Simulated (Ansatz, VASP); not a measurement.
# CuO in VASP and in Ansatz

```
Cu O
1.0
     0.00000    2.12206    2.12206
     2.12206    0.00000    2.12206
     2.12206    2.12206    0.00000
Cu O
1 1
Direct
  0.00000 0.00000 0.00000
  0.50000 0.50000 0.50000
```

Alike in both runs: functional PBE; k mesh 22 × 22 × 22; occupations gaussian, width 0.1 eV; no spin polarisation.

Ansatz relaxed the structure, and its values are those at the end. VASP's run is a single point on that final structure, the one shown.

```csv
,VASP,Ansatz
version,VASP 6.6.1,Ansatz 0.2.0
potentials or method,"VASP PAW PBE potentials, release 64 (Cu, O), cutoff 520 eV","scalar-relativistic, plane waves, PAW"
valence electrons in the cell,17,25
```

Ansatz gave:

| Quantity | Value |
| --- | --- |
| gap on the k mesh at the Fermi level (eV) | none |
| pressure (GPa) | 0.0 |

Problem. What did VASP give for the same quantities?

Solution. gap on the k mesh at the Fermi level (eV): none; pressure (GPa): 0.2.

A gap of «none» marks a metal or a gap that the smearing closes. With one functional, cell and mesh, what is left measures potentials, basis and numerics. VASP's potentials hold 17 valence electrons a cell and Ansatz's 25, so a difference there can come from the potentials and not from the codes.
